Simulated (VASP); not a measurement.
## LiOs3: relaxation of cell and atoms with PBE

The system is LiOs3.

```
Li Os
1.0
     3.79698    0.00000    0.00000
     0.00000    3.79698    0.00000
     0.00000    0.00000    3.79698
Li Os
1 3
Direct
  0.00000 0.00000 0.00000
  0.00000 0.50000 0.50000
  0.50000 0.00000 0.50000
  0.50000 0.50000 0.00000
```

```json
{
 "Program": "VASP 6.6.1",
 "Task": "relaxation of cell and atoms",
 "Functional": "PBE",
 "Potentials or basis": "VASP PAW PBE potentials, release 64 (Li_sv, Os)",
 "Cutoff": "600 eV",
 "k mesh": "12 × 12 × 12",
 "Occupations": "gaussian, width 0.1 eV",
 "Spin": "no spin polarisation",
 "Dipole correction": "no",
 "Further INCAR settings": "ALGO = Normal; EDIFF = 1e-07; IBRION = 2; EDIFFG = -0.01; NSW = 100; ISIF = 3"
}
```

- Pressure after relaxing: 0.1 GPa
- Band gap on the k mesh: zero (an odd number of electrons rules out a gap without spin polarisation)

Final structure:
```xyz
4
Lattice="3.7970 0.0000 0.0000 0.0000 3.7970 0.0000 0.0000 0.0000 3.7970" Properties=species:S:1:pos:R:3 pbc="T T T"
Li    0.0000    0.0000    0.0000
Os    0.0000    1.8985    1.8985
Os    1.8985    0.0000    1.8985
Os    1.8985    1.8985    0.0000
```

Levels at points of the mesh, in eV from the Fermi level:
```
           k point  band 11  band 12  band 13  band 14  band 15  band 16  band 17
(0.00, 0.00, 0.00)    -0.48     1.38     1.38     2.43     2.43     2.43     2.92
(0.50, 0.00, 0.00)    -1.63    -1.45    -1.34    -0.27    -0.27    -0.08     1.58
(0.50, 0.50, 0.00)    -2.31    -1.05    -1.05    -0.95    -0.58     0.17     0.70
(0.50, 0.50, 0.50)    -0.83    -0.01    -0.01    -0.01     0.14     0.48     0.48
```

Wall time 2.3 min on 1 thread of Intel Xeon 8259CL (shared host), peak memory 0.23 GiB.

Caveat: the cutoff is under 1.25 times the usual one of these potentials, so pressure, stress and relaxed cells hold a basis-set (Pulay) error; the relaxation stopped at its first step, so nothing moved; spin-orbit coupling is left out, which moves the levels of the heavy elements.
